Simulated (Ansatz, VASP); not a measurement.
**FeSi in VASP and in Ansatz**

INCAR

```
PREC = Accurate
ENCUT = 520
EDIFF = 1E-6
ISMEAR = -1
SIGMA = 0.05
LREAL = F
LASPH = T
NELM = 150
ALGO = Normal
ISIF = 2
LWAVE = F
LCHARG = F
ISPIN = 2
MAGMOM = 3 3 3 3 0 0 0 0
LORBIT = 11
LMAXMIX = 4
GGA = PS
NBANDS = 38
```

Contents of KPOINTS:

```
Automatic mesh
0
Gamma
  5 5 5
```

The input POSCAR:

```
FeSi
1.0
    4.5507000000      0.0000000000      0.0000000000
    0.0000000000      4.5507000000      0.0000000000
    0.0000000000      0.0000000000      4.5051930000
Fe Si
4 4
Direct
    0.8634800000      0.6365200000      0.3634800000
    0.6365200000      0.3634800000      0.8634800000
    0.3634800000      0.8634800000      0.6365200000
    0.1365200000      0.1365200000      0.1365200000
    0.1576000000      0.3424000000      0.6576000000
    0.3424000000      0.6576000000      0.1576000000
    0.6576000000      0.1576000000      0.3424000000
    0.8424000000      0.8424000000      0.8424000000
```

input.yaml

```yaml
crystal:
  lattice:
    - [4.5507, 0.0, 0.0]
    - [0.0, 4.5507, 0.0]
    - [0.0, 0.0, 4.505193]
  atoms:
    - { symbol: Fe, position: [0.86348, 0.63652, 0.36348], spin: 3.0 }
    - { symbol: Fe, position: [0.63652, 0.36348, 0.86348], spin: 3.0 }
    - { symbol: Fe, position: [0.36348, 0.86348, 0.63652], spin: 3.0 }
    - { symbol: Fe, position: [0.13652, 0.13652, 0.13652], spin: 3.0 }
    - { symbol: Si, position: [0.1576, 0.3424, 0.6576] }
    - { symbol: Si, position: [0.3424, 0.6576, 0.1576] }
    - { symbol: Si, position: [0.6576, 0.1576, 0.3424] }
    - { symbol: Si, position: [0.8424, 0.8424, 0.8424] }
hamiltonian:
  xc: pbesol
  pseudopotentials: { kind: paw }
magnetization:
  spin_polarized: true
kpoints:
  mp_grid: { grid: [5, 5, 5] }
scf:
  occupations: { method: fermi_dirac, width: 0.05 }
output:
  forces: true
  stress: true
  eigenvalues: true
  write_density: true
  write_potential: true
  elf: true
  volumetric_format: npy
```

Alike in both runs: task single point; functional PBEsol; k mesh 5 × 5 × 5; occupations fermi-dirac, width 0.05 eV; collinear spin.

|  | VASP | Ansatz |
| --- | --- | --- |
| version | VASP 6.6.1 | Ansatz 0.2.0 |
| potentials or method | VASP PAW PBE potentials, release 64 (Fe, Si) | Ansatz PAW |
| plane-wave cutoff (eV) | 520 | 420 |
| valence electrons in the cell | 48 | 80 |

VASP gave:

| Item | Value |
| --- | --- |
| gap on the k mesh at the Fermi level (eV) | none |
| pressure (GPa) | -15.2 |
| traceless stress, the component that is largest in VASP (GPa) | 1.18 |
| rms of the force components (eV/Å) | 0.025 |
| net moment per atom (μB) | 0.40 |
| size of the moment on the site where the two differ most (μB) | 0.89 |

Task: Estimate Ansatz's values.

Result: gap on the k mesh at the Fermi level (eV): none; pressure (GPa): -15.7; traceless stress, the component that is largest in VASP (GPa): 1.16; rms of the force components (eV/Å): 0.033; net moment per atom (μB): 0.40; size of the moment on the site where the two differ most (μB): 0.87.

VASP's potentials were made for PBE, not for PBEsol. Site moments also hang on the region over which each program counts them. Atom by atom the forces differ by 0.013 eV/Å (rms over components). A gap of «none» marks a metal or a gap that the smearing closes. VASP's potentials hold 48 valence electrons a cell and Ansatz's 80, so a difference there can come from the potentials and not from the codes.
